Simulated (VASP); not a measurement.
# Ti2Al6H (a cell with a defect) in VASP: relaxation of the atoms with PBE

Aim: the relaxation of the atoms of Ti2Al6H (a cell with a defect) with PBE.

Program: VASP 6.6.1. These are calculated values, not measurements. Logs are shortened: lines on timing, memory, paths and dates and some standing lists are left out, and cuts for length are marked.

## Step 1: The cell of the first run

The cell holds a defect, 9 atoms: a = 5.628 Å, b = 5.628 Å, c = 5.628 Å, α = 60.00°, β = 60.00°, γ = 60.00°.

## Step 2: Relaxation of the atoms, PBE (with an interstitial atom)

Contents of INCAR:

```
SYSTEM = Ti2Al6H
PREC = Accurate ; ENCUT = 520
EDIFF = 1E-7 ; ISMEAR = 0
SIGMA = 0.1 ; LREAL = .False.
LASPH = .True. ; NELM = 100
ALGO = Normal ; ISIF = 2
LWAVE = .False. ; LCHARG = .False.
GGA = PE ; IBRION = 2
NSW = 65 ; EDIFFG = -0.025
```

Contents of KPOINTS:

```
Automatic mesh
0
Gamma
  6 6 6
  0 0 0
```

Contents of POSCAR:

```
Ti2Al6H
1.0
   -3.9797267091      3.9797267091      0.0000000000
    0.0000000000      3.9797267091     -3.9797267091
   -3.9797267091      0.0000000000     -3.9797267091
Ti Al H
2 6 1
Direct
    0.0000000000      0.0000000000      0.0000000000
    0.5000000000      0.5000000000      0.5000000000
    0.5000000000      0.0000000000      0.0000000000
    0.0000000000      0.5000000000      0.5000000000
    0.5000000000      0.5000000000      0.0000000000
    0.0000000000      0.0000000000      0.5000000000
    0.0000000000      0.5000000000      0.0000000000
    0.5000000000      0.0000000000      0.5000000000
    0.2500000000      0.7500000000      0.7500000000
```

Potentials or basis: VASP PAW PBE potentials, release 64 (Ti_sv, Al, H).

On the command line:

```
$ cat potpaw_PBE.64/Ti_sv/POTCAR potpaw_PBE.64/Al/POTCAR potpaw_PBE.64/H/POTCAR > POTCAR
$ mpirun -np 1 vasp_std > vasp.out
```

OUTCAR:

```text
SYSTEM = Ti2Al6H
   PREC = Accurate
   ENCUT = 520
   EDIFF = 1E-7
   ISMEAR = 0
   LREAL = .False.
   LASPH = .True.
   NELM = 100
   ISIF = 2
   GGA = PE
   IBRION = 2
   NSW = 65
   EDIFFG = -0.025

 ion  position               nearest neighbor table
   1  0.000  0.000  0.000-   3 2.81   6 2.81   7 2.81   4 2.81   6 2.81   8 2.81   4 2.81   5 2.81
                             7 2.81   3 2.81   5 2.81   8 2.81
   2  0.500  0.500  0.500-   4 2.81   5 2.81   8 2.81   3 2.81   5 2.81   7 2.81   3 2.81   6 2.81
                             8 2.81   4 2.81   6 2.81   7 2.81
   3  0.500  0.000  0.000-   1 2.81   5 2.81   8 2.81   2 2.81   6 2.81   8 2.81   2 2.81   5 2.81
                             7 2.81   1 2.81   6 2.81   7 2.81
   4  0.000  0.500  0.500-   2 2.81   6 2.81   7 2.81   1 2.81   5 2.81   7 2.81   1 2.81   6 2.81
                             8 2.81   2 2.81   5 2.81   8 2.81
   5  0.500  0.500  0.000-   9 1.99   3 2.81   7 2.81   2 2.81   2 2.81   4 2.81   8 2.81   1 2.81
                             3 2.81   8 2.81   1 2.81   4 2.81   7 2.81
   6  0.000  0.000  0.500-   9 1.99   4 2.81   8 2.81   1 2.81   1 2.81   3 2.81   7 2.81   2 2.81
                             4 2.81   7 2.81   2 2.81   3 2.81   8 2.81
   7  0.000  0.500  0.000-   9 1.99   4 2.81   5 2.81   1 2.81   2 2.81   4 2.81   6 2.81   1 2.81
                             3 2.81   6 2.81   2 2.81   3 2.81   5 2.81
   8  0.500  0.000  0.500-   9 1.99   3 2.81   6 2.81   2 2.81   1 2.81   3 2.81   5 2.81   2 2.81
                             4 2.81   5 2.81   1 2.81   4 2.81   6 2.81
   9  0.250  0.750  0.750-   5 1.99   6 1.99   7 1.99   8 1.99

  LATTYP: Found a face centered cubic cell.
 ALAT       =     7.9594534182

  Lattice vectors:

 A1 = (  -3.9797267091,   3.9797267091,   0.0000000000)
 A2 = (   0.0000000000,   3.9797267091,  -3.9797267091)
 A3 = (  -3.9797267091,   0.0000000000,  -3.9797267091)

Analysis of symmetry for initial positions (statically):
=====================================================================
 Subroutine PRICEL returns:
 Original cell was already a primitive cell.

 Routine SETGRP: Setting up the symmetry group for a
 face centered cubic supercell.

 Subroutine GETGRP returns: Found 16 space group operations
 (whereof  8 operations were pure point group operations)
 out of a pool of 48 trial point group operations.

The static configuration has the point symmetry C_4v.
 The point group associated with its full space group is D_4h.

Analysis of symmetry for dynamics (positions and initial velocities):
=====================================================================
 Subroutine PRICEL returns:
 Original cell was already a primitive cell.

 Routine SETGRP: Setting up the symmetry group for a
 face centered cubic supercell.

 Subroutine GETGRP returns: Found 16 space group operations
 (whereof  8 operations were pure point group operations)
 out of a pool of 48 trial point group operations.

The dynamic configuration has the point symmetry C_4v.
 The point group associated with its full space group is D_4h.

 Subroutine INISYM returns: Found 16 space group operations
 (whereof  8 operations are pure point group operations),
 and found     1 'primitive' translations

----------------------------------------------------------------------------------------

                                     Primitive cell

  volume of cell :     126.0636

  direct lattice vectors                    reciprocal lattice vectors
    -3.979726709  3.979726709  0.000000000    -0.125636768  0.125636768  0.125636768
     0.000000000  3.979726709 -3.979726709     0.125636768  0.125636768 -0.125636768
    -3.979726709  0.000000000 -3.979726709    -0.125636768 -0.125636768 -0.125636768

  length of vectors
     5.628183487  5.628183487  5.628183487     0.217609265  0.217609265  0.217609265

  position of ions in fractional coordinates (direct lattice)
     0.000000000  0.000000000  0.000000000
     0.500000000  0.500000000  0.500000000
     0.500000000  0.000000000  0.000000000
     0.000000000  0.500000000  0.500000000
     0.500000000  0.500000000  0.000000000
     0.000000000  0.000000000  0.500000000
     0.000000000  0.500000000  0.000000000
     0.500000000  0.000000000  0.500000000
     0.250000000  0.750000000  0.750000000

  ion indices of the primitive-cell ions
   primitive index   ion index
                 1           1
                 2           2
                 3           3
                 4           4
                 5           5
                 6           6
                 7           7
                 8           8
                 9           9

----------------------------------------------------------------------------------------

 KPOINTS: Automatic mesh

Automatic generation of k-mesh.
 Grid dimensions read from file:
 generate k-points for:    6    6    6

 Generating k-lattice:

  Cartesian coordinates                     Fractional coordinates (reciprocal lattice)
    -0.020939461  0.020939461  0.020939461     0.166666667  0.000000000  0.000000000
     0.020939461  0.020939461 -0.020939461     0.000000000  0.166666667  0.000000000
    -0.020939461 -0.020939461 -0.020939461     0.000000000  0.000000000  0.166666667

  Length of vectors
     0.036268211  0.036268211  0.036268211

  Shift w.r.t. Gamma in fractional coordinates (k-lattice)
     0.000000000  0.000000000  0.000000000

 Subroutine IBZKPT returns following result:
 ===========================================

 Found     30 irreducible k-points:

 Following reciprocal coordinates:
            Coordinates               Weight
  0.000000  0.000000  0.000000      1.000000
  0.166667  0.000000  0.000000      8.000000
  0.333333  0.000000  0.000000      8.000000
  0.500000  0.000000  0.000000      4.000000
  0.166667  0.166667  0.000000      4.000000
  0.000000  0.166667  0.166667      2.000000
[... 16 lines left out ...]
  0.500000  0.333333  0.166667      8.000000
  0.166667  0.500000  0.333333      8.000000
 [... further k-points ...]
   k-points           NKPTS =     30   k-points in BZ     NKDIM =     30   number of bands    NBANDS=     26
   number of dos      NEDOS =    301   number of ions     NIONS =      9
   total plane-waves  NPLWV =  74088
   dimension x,y,z NGX =    42 NGY =   42 NGZ =   42
   dimension x,y,z NGXF=    84 NGYF=   84 NGZF=   84
   ions per type =               2   6   1
   NGX,Y,Z   is equivalent  to a cutoff of  12.41, 12.41, 12.41 a.u.
   NGXF,Y,Z  is equivalent  to a cutoff of  24.81, 24.81, 24.81 a.u.
 SYSTEM =  Ti2Al6H
   PREC   = accura    normal or accurate (medium, high low for compatibility)
   ISTART =      0    job   : 0-new  1-cont  2-samecut
   ICHARG =      2    charge: 1-file 2-atom 10-const
   ISPIN  =      1    spin polarized calculation?
   LNONCOLLINEAR =      F non collinear calculations
   LSORBIT =      F    spin-orbit coupling
   LASPH  =      T    aspherical Exc in radial PAW
   ENCUT  =  520.0 eV  38.22 Ry    6.18 a.u.  10.46 10.46 10.46*2*pi/ulx,y,z
   NELM   =    100;   NELMIN=  2; NELMDL= -5     # of ELM steps
   EDIFF  = 0.1E-06   stopping-criterion for ELM
   LREAL  =      F    real-space projection
   EDIFFG = -.3E-01   stopping-criterion for IOM
   NSW    =     65    number of steps for IOM
   IBRION =      2    ionic relax: 0-MD 1-quasi-New 2-CG
   NFREE  =      1    steps in history (QN), initial steepest desc. (CG)
   ISIF   =      2    stress and relaxation
   ISYM   =      2    0-nonsym 1-usesym 2-fastsym
   POTIM  = 0.5000    time-step for ionic-motion
   TEBEG  =    0.0;   TEEND  =   0.0 temperature during run
   PSTRESS=    0.0 pullay stress
   NELECT =      43.0000    total number of electrons
   NUPDOWN=      -1.0000    fix difference up-down
   EMIN   =  10.00;   EMAX   =-10.00  energy-range for DOS
   EFERMI =   0.00;   METHOD = LEGACY
   ISMEAR =     0;   SIGMA  =   0.10  broadening in eV -4-tet -1-fermi 0-gaus
   EFERMI_NEDOS =   21; number of points for ismear=-14 and -15
   IALGO  =     38    algorithm
   IMIX   =      4    mixing-type and parameters
     AMIX     =   0.40;   BMIX     =  1.00
     AMIX_MAG =   1.60;   BMIX_MAG =  1.00
  volume/ion in A,a.u.               =      14.01        94.52
  Fermi-wavevector in a.u.,A,eV,Ry     =   1.143846  2.161556 17.801655  1.308385
  Thomas-Fermi vector in A             =   2.280540
   LORBIT       =      0    0 simple, 1 ext, 2 COOP (PROOUT), +10 PAW based schemes
   GGA     = PE    functional components
   LHFCALC =     F    Hartree Fock is set to
   AEXX    =    0.0000 exact exchange contribution
   IVDW    =     0    specifies the selected vdW correction
   LEPSILON=     F    determine dielectric tensor
   LRPA    =     F    only Hartree local field effects (RPA)
 conjugate gradient relaxation of ions
 non-spin polarized calculation
 Gauss-broadening in eV      SIGMA  =   0.10
  energy-cutoff  :      520.00
  volume of cell :      126.06
 maximum number of plane-waves:      3479
 NGX is ok and might be reduce to    42
   NGX = 21   NGY = 21   NGZ = 21

--------------------------------------- Ionic step        1  -------------------------------------------

 number of electron      43.0000000 magnetization

 Free energy of the ion-electron system (eV)
  ---------------------------------------------------
  ext. energy  EPLUGINS =         0.00000000
  ---------------------------------------------------
  free energy    TOTEN  =       -43.45415004 eV

  energy without entropy =      -43.42624291  energy(sigma->0) =      -43.44019647

------------------------ aborting loop because EDIFF is reached ----------------------------------------

  FORCE on cell =-STRESS in cart. coord.  units (eV):
  Direction    XX          YY          ZZ          XY          YZ          ZX
  --------------------------------------------------------------------------------------
  -------------------------------------------------------------------------------------
  Total        2.4754402      2.4754402      0.4237500      0.0000000      0.0000000      0.0000000
  in kB       31.4610541     31.4610541      5.3855555      0.0000000      0.0000000      0.0000000
  external PRESSURE =      22.7692213 kB  Pullay stress =       0.0000000 kB
[... 243 lines left out ...]
  energy  without entropy=      -43.5233858164  energy(sigma->0) =      -43.53421372

--------------------------------------- Ionic step        7  -------------------------------------------

 number of electron      42.9999999 magnetization

 Free energy of the ion-electron system (eV)
  ---------------------------------------------------
  ext. energy  EPLUGINS =         0.00000000
  ---------------------------------------------------
  free energy    TOTEN  =       -43.54528125 eV

  energy without entropy =      -43.52360532  energy(sigma->0) =      -43.53444329

 E-fermi :   9.1147     XC(G=0): -10.8478

 val. band max:        9.1136560630   @ k =  -0.3333   0.5000   0.1667
 cond. band min:       9.1355965995   @ k =   0.3333   0.1667   0.5000
 fundamental gap:      0.0219405365
 Fermi energy:         9.1146774458

 k-point     1 :       0.0000    0.0000    0.0000
  band No.  band energies     occupation
      1     -47.8914      2.00000
      2     -47.8889      2.00000
      3     -24.2483      2.00000
      4     -24.2223      2.00000
      5     -24.2048      2.00000
      6     -24.2048      2.00000
[... 685 lines left out ...]
     25      10.1455      0.00000
     26      10.4667      0.00000

 [... further k-points ...]

------------------------ aborting loop because EDIFF is reached ----------------------------------------

  FORCE on cell =-STRESS in cart. coord.  units (eV):
  Direction    XX          YY          ZZ          XY          YZ          ZX
  --------------------------------------------------------------------------------------
  -------------------------------------------------------------------------------------
  Total        2.5330965      2.5330965      0.3349919      0.0000000      0.0000000      0.0000000
  in kB       32.1938239     32.1938239      4.2575050      0.0000000      0.0000000      0.0000000
  external PRESSURE =      22.8817176 kB  Pullay stress =       0.0000000 kB
[... 24 lines left out ...]
  FREE ENERGIE OF THE ION-ELECTRON SYSTEM (eV)
  ---------------------------------------------------
  free  energy   TOTEN  =       -43.5452812544 eV

  energy  without entropy=      -43.5236053228  energy(sigma->0) =      -43.53444329

 reached required accuracy - stopping structural energy minimisation
```

Run time: 3.5 min. Hardware: 1 thread of Intel Xeon 6975P-C (Granite Rapids), shared host; peak memory 0.32 GiB.

Results:

* Free energy: -43.5453 eV
* Energy gained by relaxing: 10.1 meV/atom
* Ionic steps: 7
* Pressure after relaxing: 2.3 GPa
* Band gap on the k mesh: zero (an odd number of electrons rules out a gap without spin polarisation)

Forces on the atoms (eV/Å):
```
Ti   0.000  0.000 -0.001
Ti   0.000  0.000  0.001
Al   0.000  0.000  0.000
Al   0.000  0.000  0.000
Al  -0.002  0.000  0.000
Al   0.002  0.000  0.000
Al   0.000 -0.002  0.000
Al   0.000  0.002  0.000
H    0.000  0.000  0.000
```

The path:
```tsv
step	energy change (eV)	largest force (eV/Å)	pressure (GPa)
1	0.0000	0.6021	2.28
2	-0.0512	0.2771	2.16
3	-0.0650	0.4273	2.17
4	-0.0817	0.2713	2.20
5	-0.0909	0.0412	2.29
6	-0.0909	0.0379	2.30
7	-0.0911	0.0023	2.29
```

Final structure:
```cif
data_structure
_symmetry_space_group_name_H-M 'P 1'
_symmetry_Int_Tables_number 1
_cell_length_a 5.6282
_cell_length_b 5.6282
_cell_length_c 5.6282
_cell_angle_alpha 60.000
_cell_angle_beta 60.000
_cell_angle_gamma 60.000
_cell_volume 126.06
loop_
_atom_site_label
_atom_site_type_symbol
_atom_site_fract_x
_atom_site_fract_y
_atom_site_fract_z
_atom_site_occupancy
Ti1 Ti 0.00761 0.99239 0.99239 1
Ti2 Ti 0.49239 0.50761 0.50761 1
Al1 Al 0.50000 0.00000 0.00000 1
Al2 Al 0.00000 0.50000 0.50000 1
Al3 Al 0.50896 0.49104 0.00896 1
Al4 Al 0.99104 0.00896 0.49104 1
Al5 Al 0.99104 0.49104 0.00896 1
Al6 Al 0.50896 0.00896 0.49104 1
H1 H 0.25000 0.75000 0.75000 1
```

Levels at points of the mesh, in eV from the Fermi level:
```tsv
k point	band 19	band 20	band 21	band 22	band 23	band 24
(0.00, 0.00, 0.00)	-2.36	-2.36	-2.28	-0.10	0.07	0.07
(0.50, 0.00, 0.00)	-2.04	-1.77	0.20	0.35	0.50	0.81
(0.50, 0.50, 0.00)	-1.27	0.20	0.30	0.42	0.63	0.67
(0.00, 0.50, 0.50)	-1.34	-1.15	0.35	0.59	0.59	0.67
```

Caveat: the cell differs from its parent crystal (with an interstitial atom).
